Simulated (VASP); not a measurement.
Write the native input for VASP 6.6.1 that does the following.

```yaml
Task: single point
Functional: r2SCAN
Potentials_or_basis: VASP PAW PBE potentials, release 64 (Mg, S)
Cutoff: 520 eV
k_mesh: 12 × 12 × 4
Occupations: gaussian, width 0.01 eV
Spin: no spin polarisation
Dipole_correction: no
Further_INCAR_settings: ALGO = Normal; EDIFF = 1e-06; NBANDS = 16
```

MgS:

```
CELL_PARAMETERS angstrom
4.02863 0.00000 0.00000
-2.01431 3.48889 0.00000
0.00000 0.00000 6.45439
ATOMIC_POSITIONS crystal
Mg 0.33333 0.66667 0.99713
Mg 0.66667 0.33333 0.49713
S 0.33333 0.66667 0.37787
S 0.66667 0.33333 0.87787
```

The input as run:

POSCAR

```
MgS
1.0
    4.0286256375      0.0000000000      0.0000000000
   -2.0143128187      3.4888921444      0.0000000000
    0.0000000000      0.0000000000      6.4543928582
Mg S
2 2
Direct
    0.3333333333      0.6666666667     -0.0028727178
    0.6666666667      0.3333333333      0.4971272822
    0.3333333333      0.6666666667      0.3778727178
    0.6666666667      0.3333333333      0.8778727178
```

INCAR.step1

```
SYSTEM = MgS
ALGO = Normal
EDIFF = 1E-4
ENCUT = 520
GGA = PE
ISMEAR = 0
LASPH = .True.
LCHARG = .False.
LREAL = .False.
LWAVE = .True.
NBANDS = 16
NELM = 60
PREC = Accurate
SIGMA = 0.01
```

INCAR.step2

```
SYSTEM = MgS
ALGO = Normal
EDIFF = 1E-6
ENCUT = 520
ISIF = 2
ISMEAR = 0
ISTART = 1
LASPH = .True.
LCHARG = .True.
LELF = .True.
LMIXTAU = .True.
LREAL = .False.
LVHAR = .True.
LWAVE = .False.
METAGGA = R2SCAN
NBANDS = 16
NELM = 60
PREC = Accurate
SIGMA = 0.01
```

KPOINTS

```
k-points
0
Gamma
  12 12 4
  0 0 0
```

Potentials or basis: VASP PAW PBE potentials, release 64 (Mg, S).

Run with:

```console
$ cat potpaw_PBE.64/Mg/POTCAR potpaw_PBE.64/S/POTCAR > POTCAR
$ cp INCAR.step1 INCAR
$ mpirun -np 1 vasp_std > vasp.out
$ cp INCAR.step2 INCAR
$ mpirun -np 1 vasp_std > vasp.out
```

It gave:

```json
{
  "Pressure": "-0.3 GPa",
  "Band gap on the k mesh": "4.13 eV"
}
```

Caveat: the structure was generated, so it needn't be the stable form of MgS; the PAW data sets were made with another functional, which shifts forces and pressure a little.

Run time: 8.4 min on 1 thread of Intel Xeon 8259CL (shared host), peak memory 0.26 GiB.
